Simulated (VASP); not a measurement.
# LiB2 (P-6m2) in VASP: notebook, part 2 of 2

VASP 6.6.1. Earlier steps stand in the parts before.

## Step 3: Single point, PBE

This run uses another cell than the first one, of 7.62 Å³/atom, 0.969 times its volume.

Contents of INCAR:

```
  PREC = Accurate
  ENCUT = 520
  EDIFF = 1E-7
  ISMEAR = 0
  SIGMA = 0.1
  LREAL = F
  LASPH = T
  NELM = 100
  ALGO = Normal
  ISIF = 2
  LWAVE = F
  LCHARG = T
  GGA = PE
  LELF = T
  LVHAR = T
  NBANDS = 12
```

Contents of KPOINTS:

```
Automatic mesh
0
Gamma
  24 24 10
```

Contents of POSCAR:

```
LiB2
1.0
    2.2248918723      0.0000000000      0.0000000000
   -1.1124459362      1.9268128821      0.0000000000
    0.0000000000      0.0000000000      5.3323857403
Li B
1 2
Direct
    0.0000000000      0.0000000000      0.0000000000
    0.6666666667      0.3333333333      0.6588203924
    0.6666666667      0.3333333333      0.3411796076
```

Potentials or basis: VASP PAW PBE potentials, release 64 (Li_sv, B).

On the command line:

```bash
$ cat potpaw_PBE.64/Li_sv/POTCAR potpaw_PBE.64/B/POTCAR > POTCAR
$ mpirun -np 1 vasp_std > vasp.out
```

OUTCAR:

```text
PREC = Accurate
   ENCUT = 520
   EDIFF = 1E-7
   ISMEAR = 0
   LREAL = F
   LASPH = T
   NELM = 100
   ISIF = 2
   GGA = PE

 ion  position               nearest neighbor table
   1  0.000  0.000  0.000-   2 2.23   3 2.23   2 2.23   3 2.23   2 2.23   3 2.23
   2  0.667  0.333  0.659-   3 1.69   1 2.23   1 2.23   1 2.23
   3  0.667  0.333  0.341-   2 1.69   1 2.23   1 2.23   1 2.23

  LATTYP: Found a hexagonal cell.
 ALAT       =     2.2248918723
 C/A-ratio  =     2.3966943323

  Lattice vectors:

 A1 = (   2.2248918723,   0.0000000000,   0.0000000000)
 A2 = (  -1.1124459362,   1.9268128821,   0.0000000000)
 A3 = (   0.0000000000,   0.0000000000,   5.3323857403)

Analysis of symmetry for initial positions (statically):
=====================================================================
 Subroutine PRICEL returns:
 Original cell was already a primitive cell.

 Routine SETGRP: Setting up the symmetry group for a
 hexagonal supercell.

 Subroutine GETGRP returns: Found 12 space group operations
 (whereof 12 operations were pure point group operations)
 out of a pool of 24 trial point group operations.

The static configuration has the point symmetry D_3h.

Analysis of symmetry for dynamics (positions and initial velocities):
=====================================================================
 Subroutine PRICEL returns:
 Original cell was already a primitive cell.

 Routine SETGRP: Setting up the symmetry group for a
 hexagonal supercell.

 Subroutine GETGRP returns: Found 12 space group operations
 (whereof 12 operations were pure point group operations)
 out of a pool of 24 trial point group operations.

The dynamic configuration has the point symmetry D_3h.

 Subroutine INISYM returns: Found 12 space group operations
 (whereof 12 operations are pure point group operations),
 and found     1 'primitive' translations
[... 123 lines left out ...]
   LHFCALC =     F    Hartree Fock is set to
   AEXX    =    0.0000 exact exchange contribution
   IVDW    =     0    specifies the selected vdW correction
   LEPSILON=     F    determine dielectric tensor
   LRPA    =     F    only Hartree local field effects (RPA)
 non-spin polarized calculation
 Gauss-broadening in eV      SIGMA  =   0.10
  energy-cutoff  :      520.00
  volume of cell :       22.86
 maximum number of plane-waves:       630
 NGX is ok and might be reduce to    18
   NGX =  9   NGY =  9   NGZ = 19

 number of electron       9.0000001 magnetization

 Free energy of the ion-electron system (eV)
  ---------------------------------------------------
  ext. energy  EPLUGINS =         0.00000000
  ---------------------------------------------------
  free energy    TOTEN  =       -12.66401658 eV

  energy without entropy =      -12.66014104  energy(sigma->0) =      -12.66207881

 E-fermi :   5.9570     XC(G=0): -11.2057

 val. band max:        5.9550002766   @ k =   0.3333   0.2917   0.3000
 cond. band min:       5.9633242599   @ k =   0.3333   0.2083   0.4000
 fundamental gap:      0.0083239833
 Fermi energy:         5.9570420676

 k-point     1 :       0.0000    0.0000    0.0000
  band No.  band energies     occupation
      1     -39.8707      2.00000
      2      -8.0915      2.00000
      3      -3.8086      2.00000
      4      -0.0067      2.00000
      5      11.4638      0.00000
      6      13.2213      0.00000
      7      16.8116      0.00000
      8      16.8116      0.00000
      9      19.8021      0.00000
     10      19.8021      0.00000
     11      26.2086      0.00000
     12      30.4254      0.00000
[... 331 lines left out ...]
 k-point    24 :       0.4583    0.0417    0.0000
  band No.  band energies     occupation
      1     -39.5636      2.00000
      2      -0.7837      2.00000
      3       0.8576      2.00000
      4       3.1723      2.00000
      5       4.4991      2.00000
      6       5.5566      2.00000
      7      11.9888      0.00000
      8      12.1739      0.00000
      9      15.5283      0.00000
     10      17.7091      0.00000
     11      19.2626      0.00000
     12      20.7068      0.00000

 [... further k-points ...]

------------------------ aborting loop because EDIFF is reached ----------------------------------------

  FORCE on cell =-STRESS in cart. coord.  units (eV):
  Direction    XX          YY          ZZ          XY          YZ          ZX
  --------------------------------------------------------------------------------------
  -------------------------------------------------------------------------------------
  Total       -0.0052323     -0.0052323      0.0527698      0.0000000      0.0000000      0.0000000
  in kB       -0.3667175     -0.3667175      3.6985032      0.0000000      0.0000000      0.0000000
  external PRESSURE =       0.9883561 kB  Pullay stress =       0.0000000 kB

 VOLUME and BASIS-vectors are now :
 -----------------------------------------------------------------------------
  energy-cutoff  :      520.00
  volume of cell :       22.86
      direct lattice vectors                 reciprocal lattice vectors
     2.224891872  0.000000000  0.000000000     0.449460045  0.259495878  0.000000000
    -1.112445936  1.926812882  0.000000000     0.000000000  0.518991755  0.000000000
     0.000000000  0.000000000  5.332385740     0.000000000  0.000000000  0.187533320

 POSITION                                       TOTAL-FORCE (eV/Angst)
 -----------------------------------------------------------------------------------
      0.00000      0.00000      0.00000         0.000000      0.000000      0.000000
      1.11245      0.64227      3.51308        -0.000000      0.000000     -0.006586
      1.11245      0.64227      1.81930         0.000000      0.000000      0.006586
 -----------------------------------------------------------------------------------
    total drift:                               -0.000000      0.000000      0.000000

  FREE ENERGIE OF THE ION-ELECTRON SYSTEM (eV)
  ---------------------------------------------------
  free  energy   TOTEN  =       -12.6640165765 eV

  energy  without entropy=      -12.6601410446  energy(sigma->0) =      -12.66207881
```

OSZICAR:

```text
N       E                     dE             d eps       ncg     rms          rms(c)
DAV:   1     0.938275521747E+01    0.93828E+01   -0.34259E+03  8804   0.668E+02
DAV:   2    -0.120641105143E+02   -0.21447E+02   -0.20517E+02 11644   0.126E+02
DAV:   3    -0.128539814558E+02   -0.78987E+00   -0.78391E+00 11492   0.186E+01
DAV:   4    -0.128710699418E+02   -0.17088E-01   -0.17081E-01 10676   0.275E+00
DAV:   5    -0.128715720719E+02   -0.50213E-03   -0.50212E-03 11788   0.387E-01    0.330E+00
DAV:   6    -0.127066157540E+02    0.16496E+00   -0.27815E-01 10700   0.190E+00    0.191E+00
DAV:   7    -0.126657814380E+02    0.40834E-01   -0.66779E-02 10344   0.122E+00    0.571E-01
DAV:   8    -0.126639341531E+02    0.18473E-02   -0.65461E-03 11064   0.483E-01    0.860E-02
DAV:   9    -0.126640160124E+02   -0.81859E-04   -0.43440E-04 11616   0.147E-01    0.196E-02
DAV:  10    -0.126640160325E+02   -0.20089E-07   -0.15229E-05 11216   0.272E-02    0.722E-03
DAV:  11    -0.126640164774E+02   -0.44482E-06   -0.19847E-06 11036   0.106E-02    0.110E-03
DAV:  12    -0.126640165765E+02   -0.99174E-07   -0.89515E-08  9516   0.288E-03
   1 F= -.12664017E+02 E0= -.12662079E+02  d E =-.387553E-02
```

stdout:

```text
POSCAR found type information on POSCAR LiB
 POSCAR found :  2 types and       3 ions
 scaLAPACK will be used
 LDA part: xc-table for (Slater+PW92), standard interpolation
 POSCAR, INCAR and KPOINTS ok, starting setup
 FFT: planning ... GRIDC
 FFT: planning ... GRID_SOFT
 FFT: planning ... GRID
 WAVECAR not read
 entering main loop
```

Wall time 87 s (1 thread of AMD EPYC 7R43 (Zen 3), shared host); peak memory 0.16 GiB.

What came out:

| Property | Result |
| --- | --- |
| Free energy | -12.6640 eV |
| Largest force | 0.007 eV/Å |

Forces in eV/Å, atoms in the order of the input:
```
Li   0.000  0.000  0.000
B    0.000  0.000 -0.007
B    0.000  0.000  0.007
```

Levels at points of the mesh, in eV from the Fermi level:
```tsv
k point	band 2	band 3	band 4	band 5	band 6	band 7
(0.00, 0.00, 0.00)	-14.05	-9.77	-5.96	5.51	7.26	10.85
(0.50, 0.00, 0.00)	-6.48	-5.47	-2.66	-1.46	-0.63	6.06
(0.00, 0.00, 0.50)	-14.06	-9.90	-5.36	2.37	10.90	10.90
(0.50, 0.00, 0.50)	-6.45	-5.33	-3.25	-2.08	1.05	6.54
```

Caveat: the cutoff is under 1.25 times the usual one of these potentials, so pressure, stress and relaxed cells hold a basis-set (Pulay) error.

## Step 4: Relaxation of cell and atoms, PBE

This run uses another cell than the first one, of 7.67 Å³/atom, 0.976 times its volume.

Contents of INCAR:

```
ALGO     = Normal         # electronic algorithm
EDIFF    = 1E-6           # SCF threshold, eV
EDIFFG   = -0.01          # ionic threshold
ENCUT    = 600            # plane-wave cutoff, eV
GGA      = PE             # functional
IBRION   = 2              # ionic algorithm
ISIF     = 3              # what is computed and relaxed
ISMEAR   = 0              # smearing method
LASPH    = True           # aspherical terms in the spheres
LCHARG   = False          # write CHGCAR
LREAL    = False          # projectors in reciprocal space
LWAVE    = False          # write WAVECAR
NELM     = 60             # most SCF steps
NSW      = 100            # ionic steps
PREC     = Accurate       # precision mode
SIGMA    = 0.1            # smearing width, eV
```

Contents of KPOINTS:

```
k-points
0
Gamma
  24 24 10
```

Contents of POSCAR:

```
LiB2
1.0
    2.2356874649      0.0000000000      0.0000000000
   -1.1178437325      1.9361621395      0.0000000000
    0.0000000000      0.0000000000      5.3169736861
Li B
1 2
Direct
    0.0000000000      0.0000000000      0.0000000000
    0.6666666667      0.3333333333      0.6591504903
    0.6666666667      0.3333333333      0.3408495097
```

On the command line:

```bash
$ cat potpaw_PBE.64/Li_sv/POTCAR potpaw_PBE.64/B/POTCAR > POTCAR
$ mpirun -np 1 vasp_std > vasp.out
```

Wall time 3.5 min (1 thread of AMD EPYC 7R43 (Zen 3), shared host); peak memory 0.16 GiB.

The run converged. Its results:

```
Free energy                            : -12.6660 eV
Relaxed volume                         : 7.63 Å³/atom
Relaxed cell                           : a = 2.225 Å, b = 2.225 Å, c = 5.338 Å, α = 90.00°, β = 90.00°, γ = 120.00°
Space group after relaxing (to 0.05 Å) : P-6m2 (No. 187)
Energy gained by relaxing              : 0.5 meV/atom
Ionic steps                            : 5
Pressure after relaxing                : -0.1 GPa
Largest force after relaxing           : 0.008 eV/Å
```

Forces on the atoms (eV/Å):
```
Li   0.000  0.000  0.000
B    0.000  0.000  0.008
B    0.000  0.000 -0.008
```

The path:
```
step  energy change (eV)  largest force (eV/Å)  pressure (GPa)  volume (Å³)
   1              0.0000                0.0189           -0.41        23.02
   2             -0.0012                0.0448           -0.44        22.95
   3             -0.0013                0.0546           -0.45        22.92
   4             -0.0012                0.0774            0.32        22.83
   5             -0.0014                0.0084           -0.07        22.88
```

Final structure:
```
Li B
1.0
     2.22457    0.00000    0.00000
    -1.11229    1.92654    0.00000
     0.00000    0.00000    5.33821
Li B
1 2
Direct
  0.00000 0.00000 0.00000
  0.66667 0.33333 0.65863
  0.66667 0.33333 0.34137
```

Levels at points of the mesh, in eV from the Fermi level:
```
           k point  band 1  band 2  band 3  band 4  band 5  band 6  band 7  band 8
(0.00, 0.00, 0.00)  -45.84  -14.06   -9.77   -5.97    5.48    7.22   10.85   10.85
(0.50, 0.00, 0.00)  -45.53   -6.48   -5.47   -2.66   -1.46   -0.63    6.04    6.52
(0.00, 0.00, 0.50)  -45.84  -14.07   -9.91   -5.37    2.35   10.89   10.89   13.76
(0.50, 0.00, 0.50)  -45.53   -6.45   -5.33   -3.25   -2.08    1.04    6.51    6.63
```

Caveat: the cutoff is under 1.25 times the usual one of these potentials, so pressure, stress and relaxed cells hold a basis-set (Pulay) error.

## Step 5: Overview

| task | cell | k mesh | cutoff (eV) | gap on the mesh (eV) | pressure (GPa) | largest force (eV/Å) |
| --- | --- | --- | --- | --- | --- | --- |
| relaxation of cell and atoms | relaxed from a = 2.268, b = 2.268, c = 5.294 Å, angles 90.0, 90.0, 120.0°, 3 atoms | 12 × 12 × 4 | 600 | none | -0.7 | 0.03 |
| single point | a = 2.225, b = 2.225, c = 5.332 Å, angles 90.0, 90.0, 120.0°, 3 atoms | 24 × 24 × 10 | 520 | none | - | 0.01 |
| relaxation of cell and atoms | relaxed from a = 2.236, b = 2.236, c = 5.317 Å, angles 90.0, 90.0, 120.0°, 3 atoms | 24 × 24 × 10 | 600 | none | -0.1 | 0.01 |

Alike in all rows: level PBE; potentials or basis VASP PAW PBE potentials, release 64 (Li_sv, B); no spin polarisation; smearing gaussian 0.1 eV.

Caveats: the cutoff is under 1.25 times the usual one of these potentials, so pressure, stress and relaxed cells hold a basis-set (Pulay) error.

Absolute energies hang on the potentials; compare differences alone.
